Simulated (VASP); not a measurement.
A run of VASP 6.6.1:

File INCAR:

```
ALGO = Normal
DIPOL = 0.5 0.5 0.474
EDIFF = 1E-6
ENCUT = 520
GGA = PE
IDIPOL = 3
ISIF = 2
ISMEAR = 0
IVDW = 12
LASPH = True
LCHARG = False
LDIPOL = True
LREAL = False
LWAVE = False
NBANDS = 26
NELM = 60
PREC = Accurate
SIGMA = 0.1
```

The input KPOINTS:

```
k-points
0
Gamma
  12 12 1
```

The input POSCAR:

```
HC8
1.0
    2.4655379958      0.0000000000      0.0000000000
   -1.2327689979      2.1341461202      0.0000000000
    0.0000000000      0.0000000000     29.1985170553
C H
8 1
Direct
    0.0833101793      0.1666203587      0.2911106747
    0.4166898206      0.8333796413      0.2911106747
    0.5833101794      0.1666203587      0.4075389574
    0.9166898206      0.8333796413      0.4075389574
    0.0798416866      0.1596833732      0.5203122065
    0.4201583134      0.8403166268      0.5203122065
    0.5835787568      0.1671575136      0.6330846713
    0.9164212432      0.8328424864      0.6330846713
    0.2500000000      0.5000000000      0.5578392208
```

Potentials or basis: VASP PAW PBE potentials, release 64 (C, H).

The run is started by

```bash
$ cat potpaw_PBE.64/C/POTCAR potpaw_PBE.64/H/POTCAR > POTCAR
$ mpirun -np 1 vasp_std > vasp.out
```

Hardware: 1 thread of Intel(R) Xeon(R) 6975P-C (Granite Rapids), with other jobs on the host.

Q: How long does it take, and how much memory?

A: Wall time 2.9 min on 1 thread of Intel(R) Xeon(R) 6975P-C (Granite Rapids), on a shared host, peak memory 0.33 GiB. Counts: scf iterations 28, k points 43.
